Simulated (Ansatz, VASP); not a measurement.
Mg: VASP beside Ansatz

Contents of INCAR:

```
SYSTEM = Mg
  ALGO = Normal
  EDIFF = 1E-6
  ENCUT = 520
  GGA = PS
  ISIF = 2
  ISMEAR = 0
  LASPH = .True.
  LCHARG = .True.
  LELF = .True.
  LREAL = .False.
  LVHAR = .True.
  LWAVE = .False.
  NBANDS = 9
  NELM = 80
  PREC = Accurate
  SIGMA = 0.15
```

The input KPOINTS:

```
k-points
0
Gamma
  18 18 10
  0 0 0
```

POSCAR

```
Mg
1.0
    3.2092715325      0.0000000000      0.0000000000
   -1.6046357662      2.7793106748      0.0000000000
    0.0000000000      0.0000000000      5.4187432000
Mg
2
Direct
    0.3333333333      0.6666666667      0.2500000000
    0.6666666667      0.3333333333      0.7500000000
```

Input for Ansatz:

```yaml
crystal:
  lattice:
    - [3.2092715325, 0.0, 0.0]
    - [-1.6046357662, 2.7793106748, 0.0]
    - [0.0, 0.0, 5.4187432]
  atoms:
    - { symbol: Mg, position: [0.3333333333, 0.6666666667, 0.25] }
    - { symbol: Mg, position: [0.6666666667, 0.3333333333, 0.75] }
basis:
  ecutwfc: 420
kpoints:
  mp_grid: { grid: [18, 18, 10] }
hamiltonian:
  xc: pbesol
scf:
  occupations: { method: gaussian, width: 0.15 }
output:
  forces: true
  stress: true
  eigenvalues: true
  write_density: true
  write_potential: true
  elf: true
  volumetric_format: npy
```

Change from the starting cell: strain +0.000 along x and y, +0.040 along z, atoms carried along.

Alike in both runs: task single point; functional PBEsol; k mesh 18 × 18 × 10; occupations gaussian, width 0.15 eV; no spin polarisation.

|  | VASP | Ansatz |
| --- | --- | --- |
| version | VASP 6.6.1 | Ansatz 0.2.0 |
| potentials or method | VASP PAW PBE potentials, release 64 (Mg), cutoff 520 eV | scalar-relativistic, plane waves, PAW |
| valence electrons in the cell | 4 | 20 |

|  | VASP | Ansatz | Ansatz less VASP |
| --- | --- | --- | --- |
| gap on the k mesh at the Fermi level (eV) | none | none | - |
| pressure (GPa) | -2.3 | -2.2 | +0.07 |
| traceless stress, the component that is largest in VASP (GPa) | -1.06 | -1.05 | +0.007 |

VASP's potentials were made for PBE, not for PBEsol. A gap of «none» marks a metal or a gap that the smearing closes. VASP's potentials hold 4 valence electrons a cell and Ansatz's 20, so a difference there can come from the potentials and not from the codes.
